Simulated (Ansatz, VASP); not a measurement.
## One calculation of Y, two programs

```xyz
2
Lattice="3.6636 0.0000 0.0000 -1.8318 3.1728 0.0000 0.0000 0.0000 5.7665" Properties=species:S:1:pos:R:3 pbc="T T T"
Y     0.0000    2.1152    1.4416
Y     1.8318    1.0576    4.3249
```

Change from the starting cell: volume scaled by 1.01, PAW files.

Alike in both runs: task electric field gradients; functional LDA; k mesh 12 × 12 × 7; occupations fermi-dirac, width 0.08 eV; no spin polarisation.

```csv
,VASP,Ansatz
version,VASP 6.6.1,Ansatz 0.2.0
potentials or method,"VASP PAW LDA potentials, release 64 (Y_sv)","PAW with Ansatz's default frozen-core files, scalar-relativistic"
plane-wave cutoff (eV),520,420
valence electrons in the cell,22,22
```

VASP gave:

- pressure (GPa): -4.3
- traceless stress, the component that is largest in VASP (GPa): -0.39
- size of Vzz on the site where it differs most (V/Å²): 24.3

Q: Which values does Ansatz return?

A: Pressure (GPa): -4.2; traceless stress, the component that is largest in VASP (GPa): -0.40; size of Vzz on the site where it differs most (V/Å²): 25.2.

LDA's correlation is that of Perdew and Zunger in VASP and of Perdew and Wang (1992) in Ansatz.
